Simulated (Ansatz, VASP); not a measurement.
# ZnSe in VASP and in Ansatz

```
CELL_PARAMETERS angstrom
0.00000 2.85934 2.85934
2.85934 0.00000 2.85934
2.85934 2.85934 0.00000
ATOMIC_POSITIONS crystal
Zn 0.00000 0.00000 0.00000
Se 0.25000 0.25000 0.25000
```

Alike in both runs: task single point; functional LDA; k mesh 6 × 6 × 6; occupations gaussian, width 0.05 eV; no spin polarisation.

```csv
,VASP,Ansatz
version,VASP 6.6.1,Ansatz 0.2.0
potentials or method,"VASP PAW LDA potentials, release 64 (Zn, Se), cutoff 500 eV","scalar-relativistic, plane waves, PAW"
valence electrons in the cell,18,28
```

|  | VASP | Ansatz | Ansatz less VASP |
| --- | --- | --- | --- |
| gap on the k mesh at the Fermi level (eV) | 0.96 | 0.92 | -0.035 |
| least direct gap on the mesh (eV) | 0.96 | 0.92 | -0.035 |
| pressure (GPa) | -4.5 | -4.8 | -0.26 |

LDA's correlation is that of Perdew and Zunger in VASP and of Perdew and Wang (1992) in Ansatz. VASP's potentials hold 18 valence electrons a cell and Ansatz's 28, so a difference there can come from the potentials and not from the codes.
